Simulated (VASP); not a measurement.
**Cu: single point with PBEsol**

The system is Cu.

```xyz
2
Lattice="1.2148 -3.9598 0.0000 1.2148 3.9598 0.0000 0.0000 0.0000 2.4677" Properties=species:S:1:pos:R:3 pbc="T T T"
Cu    1.2148    2.8998    0.6169
Cu    1.2148   -2.8998    1.8508
```

- Program: VASP 6.6.1
- Task: single point
- Functional: PBEsol
- Potentials or basis: VASP PAW PBE potentials, release 64 (Cu)
- Cutoff: 520 eV
- k mesh: 18 × 18 × 16
- Occupations: gaussian, width 0.1 eV
- Spin: no spin polarisation
- Dipole correction: no
- Further INCAR settings: ALGO = Fast; EDIFF = 1e-07; NBANDS = 18

| Quantity | Value |
| --- | --- |
| Pressure | 0.7 GPa |
| Largest force | 0.005 eV/Å |
| Band gap on the k mesh | zero (band 11 reaches 11.35 eV, above the bottom of band 12 at 5.69 eV) |

Forces on the atoms (eV/Å):
```
Cu   0.000  0.005  0.000
Cu   0.000 -0.005  0.000
```

Stress tensor (GPa, compression positive):
```
0.62 0.00 0.00
0.00 0.77 0.00
0.00 0.00 0.82
```

Levels at points of the mesh, in eV from the Fermi level:
```
           k point  band 8  band 9  band 10  band 11  band 12  band 13  band 14  band 15
(0.00, 0.00, 0.00)   -2.00   -1.80    -1.66    -1.40    -0.06     4.90    14.83    18.51
(0.50, 0.00, 0.00)   -2.48   -2.09    -1.62    -0.45     1.32     2.55     6.96    13.01
(0.50, 0.50, 0.00)   -2.29   -2.27    -1.89    -1.56    -1.49    13.75    15.43    15.65
(0.00, 0.00, 0.50)   -2.71   -1.68    -1.68     0.02     0.02     8.27     8.27     9.52
(0.50, 0.00, 0.50)   -1.79   -1.24    -1.24     3.73     3.73     7.55     7.55     9.74
(0.50, 0.50, 0.50)   -1.96   -1.52    -1.52    -0.97    -0.97     3.77     3.77    18.05
```

Wall time 4.2 min on 1 thread of Intel(R) Xeon(R) Platinum 8488C (Sapphire Rapids), on a shared host, peak memory 0.39 GiB.

Caveat: the PAW data sets were made with another functional, which shifts forces and pressure a little.
